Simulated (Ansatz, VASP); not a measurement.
**BeTe: VASP beside Ansatz**

```
CELL_PARAMETERS angstrom
3.07380 0.00000 0.00000
-1.53690 2.66199 0.00000
0.00000 0.00000 5.15854
ATOMIC_POSITIONS crystal
Be 0.00000 0.00000 0.00000
Te 0.00000 0.00000 0.50000
```

Alike in both runs: functional PBE; k mesh 6 × 6 × 4; occupations gaussian, width 0.2 eV; no spin polarisation.

Ansatz relaxed the structure, and its values are those at the end. VASP's run is a single point on that final structure, the one shown.

|  | VASP | Ansatz |
| --- | --- | --- |
| version | VASP 6.6.1 | Ansatz 0.2.0 |
| potentials or method | VASP PAW PBE potentials, release 64 (Be, Te), cutoff 600 eV | scalar-relativistic, plane waves, PAW |
| valence electrons in the cell | 8 | 18 |

|  | VASP | Ansatz | Ansatz less VASP |
| --- | --- | --- | --- |
| gap on the k mesh at the Fermi level (eV) | none | none | - |
| pressure (GPa) | 0.1 | 0.1 | -0.01 |

A gap of «none» marks a metal or a gap that the smearing closes. VASP's potentials hold 8 valence electrons a cell and Ansatz's 18, so a difference there can come from the potentials and not from the codes.

The k mesh is coarse, so the values compare programs but aren't converged. Neither program's run includes spin-orbit coupling.
